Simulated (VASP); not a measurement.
# NaCl (P1) in VASP: notebook, part 2 of 2

VASP 6.6.1. Earlier steps stand in the parts before.

## 3. Single point, LDA

Contents of INCAR:

```
SYSTEM = NaCl
PREC = Accurate
ENCUT = 400
EDIFF = 1E-6
ISMEAR = 0
SIGMA = 0.01
LREAL = .FALSE.
LASPH = .TRUE.
NELM = 120
ALGO = Normal
ISIF = 2
LWAVE = .FALSE.
LCHARG = .TRUE.
GGA = CA
LELF = .TRUE.
LVHAR = .TRUE.
NBANDS = 14
GGA_COMPAT = .FALSE.
```

Contents of KPOINTS:

```
regular mesh
0
G
  2 2 2
  0 0 0
```

Contents of POSCAR:

```
NaCl
1.0
    3.5021900000      0.0000000000      0.0000000000
    0.0000000000      3.5021900000      0.0000000000
    0.0000000000      0.0000000000      3.5021900000
Na Cl
1 1
Direct
   -0.0065755998     -0.0036719881     -0.0045534366
    0.5042644745      0.5023813671      0.5029530094
```

Potentials or basis: VASP PAW LDA potentials, release 64 (Na_pv, Cl).

Launch:

```bash
cat potpaw_LDA.64/Na_pv/POTCAR potpaw_LDA.64/Cl/POTCAR > POTCAR
mpirun -np 1 vasp_std > vasp.out
```

OUTCAR:

```text
SYSTEM = NaCl
   PREC = Accurate
   ENCUT = 400
   EDIFF = 1E-6
   ISMEAR = 0
   LREAL = .FALSE.
   LASPH = .TRUE.
   NELM = 120
   ISIF = 2
   GGA = CA

 ion  position               nearest neighbor table
   1  0.993  0.996  0.995-
   2  0.504  0.502  0.503-

  LATTYP: Found a simple cubic cell.
 ALAT       =     3.5021900000

  Lattice vectors:

 A1 = (   3.5021900000,   0.0000000000,   0.0000000000)
 A2 = (   0.0000000000,   3.5021900000,   0.0000000000)
 A3 = (   0.0000000000,   0.0000000000,   3.5021900000)

Analysis of symmetry for initial positions (statically):
=====================================================================
 Subroutine PRICEL returns:
 Original cell was already a primitive cell.

 Routine SETGRP: Setting up the symmetry group for a
 simple cubic supercell.

 Subroutine GETGRP returns: Found  1 space group operations
 (whereof  1 operations were pure point group operations)
 out of a pool of 48 trial point group operations.

The static configuration has the point symmetry C_1 .
[... 154 lines left out ...]
      1     -21.9449      2.00000
      2     -21.9448      2.00000
      3     -21.9448      2.00000
      4     -12.7860      2.00000
      5      -0.0138      2.00000
      6      -0.0137      2.00000
      7      -0.0135      2.00000
      8       3.8821      0.00000
      9       8.5734      0.00000
     10       8.5747      0.00000
     11      15.5185      0.00000
     12      15.5214      0.00000
     13      15.5305      0.00000
     14      16.1770      0.00000
[... 105 lines left out ...]
      1     -21.9722      2.00000
      2     -21.9721      2.00000
      3     -21.9721      2.00000
      4     -11.8242      2.00000
      5      -1.4371      2.00000
      6      -1.4369      2.00000
      7      -1.4364      2.00000
      8       7.0287      0.00000
      9       7.0291      0.00000
     10       7.0314      0.00000
     11      11.4526      0.00000
     12      15.8514      0.00000
     13      15.8523      0.00000
     14      15.8571      0.00000

------------------------ aborting loop because EDIFF is reached ----------------------------------------

  FORCE on cell =-STRESS in cart. coord.  units (eV):
  Direction    XX          YY          ZZ          XY          YZ          ZX
  --------------------------------------------------------------------------------------
  -------------------------------------------------------------------------------------
  Total        0.2016546      0.2012481      0.2011296      0.0026493      0.0019108      0.0032987
  in kB        7.5214168      7.5062547      7.5018341      0.0988168      0.0712706      0.1230384
  external PRESSURE =       7.5098352 kB  Pullay stress =       0.0000000 kB

 VOLUME and BASIS-vectors are now :
 -----------------------------------------------------------------------------
  energy-cutoff  :      400.00
  volume of cell :       42.96
      direct lattice vectors                 reciprocal lattice vectors
     3.502190000  0.000000000  0.000000000     0.285535622  0.000000000  0.000000000
     0.000000000  3.502190000  0.000000000     0.000000000  0.285535622  0.000000000
     0.000000000  0.000000000  3.502190000     0.000000000  0.000000000  0.285535622

 POSITION                                       TOTAL-FORCE (eV/Angst)
 -----------------------------------------------------------------------------------
      3.47916      3.48933      3.48624        -0.002621     -0.001469     -0.001777
      1.76603      1.75944      1.76144         0.002621      0.001469      0.001777
 -----------------------------------------------------------------------------------
    total drift:                                0.000250      0.000128      0.000165

  FREE ENERGIE OF THE ION-ELECTRON SYSTEM (eV)
  ---------------------------------------------------
  free  energy   TOTEN  =        -6.5254682804 eV

  energy  without entropy=       -6.5254682804  energy(sigma->0) =       -6.52546828
```

stdout:

```text
POSCAR found type information on POSCAR NaCl
 POSCAR found :  2 types and       2 ions
 scaLAPACK will be used
 LDA part: xc-table for (Slater(with rela. corr.)+CA(PZ))
 , standard interpolation
 POSCAR, INCAR and KPOINTS ok, starting setup
 FFT: planning ... GRIDC
 FFT: planning ... GRID_SOFT
 FFT: planning ... GRID
 WAVECAR not read
 entering main loop
```

Run time: 1.5 s. Hardware: 1 thread of Intel Xeon Platinum 8481C at 2.70GHz (Sapphire Rapids), shared host; peak memory 0.12 GiB.

Results:

* Free energy: -6.5255 eV
* Pressure: 0.8 GPa
* Largest force: 0.003 eV/Å
* Band gap on the k mesh: 3.36 eV, indirect (least direct gap 3.90 eV)

Forces on the atoms (eV/Å):
```
Na  -0.003 -0.001 -0.002
Cl   0.003  0.001  0.002
```

Levels at points of the mesh, in eV from the valence-band top:
```
           k point  band 5  band 6  band 7  band 8  band 9  band 10
(0.00, 0.00, 0.00)   -0.53   -0.53   -0.53    3.36    8.06     8.06
(0.50, 0.00, 0.00)   -3.16   -0.28   -0.28    6.32    8.06    10.11
(0.00, 0.50, 0.00)   -3.16   -0.28   -0.28    6.32    8.06    10.11
(0.00, 0.00, 0.50)   -3.16   -0.28   -0.28    6.32    8.06    10.11
(0.50, 0.50, 0.00)   -2.41   -2.41    0.00    4.91    9.39    10.43
(0.00, 0.50, 0.50)   -2.41   -2.41    0.00    4.91    9.39    10.43
(0.50, 0.00, 0.50)   -2.41   -2.41    0.00    4.91    9.39    10.43
(0.50, 0.50, 0.50)   -1.95   -1.95   -1.95    6.51    6.51     6.51
```

Caveat: the k points lie up to 0.90 Å⁻¹ apart.
